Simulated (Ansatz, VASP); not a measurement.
# One calculation of BP, two programs

```
CELL_PARAMETERS angstrom
0.00000 2.37856 2.37856
2.37856 0.00000 2.37856
2.37856 2.37856 0.00000
ATOMIC_POSITIONS crystal
B 0.00000 0.00000 0.00000
P 0.25000 0.25000 0.25000
```

Change from the starting cell: hydrostatic strain +4.9%.

Alike in both runs: task single point; functional HSE06; k mesh 6 × 6 × 6; no spin polarisation.

```csv
,VASP,Ansatz
version,VASP 6.6.1,Ansatz 0.2.0
potentials or method,"VASP PAW PBE potentials, release 64 (B, P)","plane waves, PAW"
plane-wave cutoff (eV),520,420
occupations,"gaussian, width 0.01 eV",fixed
valence electrons in the cell,8,8
```

Ansatz gave:

```
gap on the k mesh at the Fermi level (eV) : 2.25
pressure (GPa)                            : -19.7
```

**Question.** Estimate VASP's values.

**Answer.** gap on the k mesh at the Fermi level (eV): 2.25; pressure (GPa): -20.1.

Ansatz's warnings: stress exchange threshold loose, stress scf threshold loose.
